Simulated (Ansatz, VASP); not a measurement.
**One calculation of Ta2Si, two programs**

```
Ta Si
1.0
    -3.08411    3.08411    2.52470
     3.08411   -3.08411    2.52470
     3.08411    3.08411   -2.52470
Ta Si
4 2
Direct
  0.66358 0.83642 0.50000
  0.83642 0.33642 0.17283
  0.33642 0.16358 0.50000
  0.16358 0.66358 0.82717
  0.25000 0.25000 0.00000
  0.75000 0.75000 0.00000
```

Alike in both runs: functional r2SCAN; k mesh 10 × 10 × 10; occupations gaussian, width 0.1 eV; no spin polarisation.

Ansatz relaxed the structure, and its values are those at the end. VASP's run is a single point on that final structure, the one shown.

|  | VASP | Ansatz |
| --- | --- | --- |
| version | VASP 6.6.1 | Ansatz 0.2.0 |
| potentials or method | VASP PAW PBE potentials, release 64 (Ta_pv, Si), cutoff 520 eV | scalar-relativistic, plane waves, PAW |
| valence electrons in the cell | 52 | 60 |

|  | VASP | Ansatz | Ansatz less VASP |
| --- | --- | --- | --- |
| gap on the k mesh at the Fermi level (eV) | none | none | - |
| pressure (GPa) | 0.5 | 0.0 | -0.46 |

VASP's potentials were made for PBE, not for r2SCAN. A gap of «none» marks a metal or a gap that the smearing closes. VASP's potentials hold 52 valence electrons a cell and Ansatz's 60, so a difference there can come from the potentials and not from the codes.

Spin-orbit coupling is off throughout.
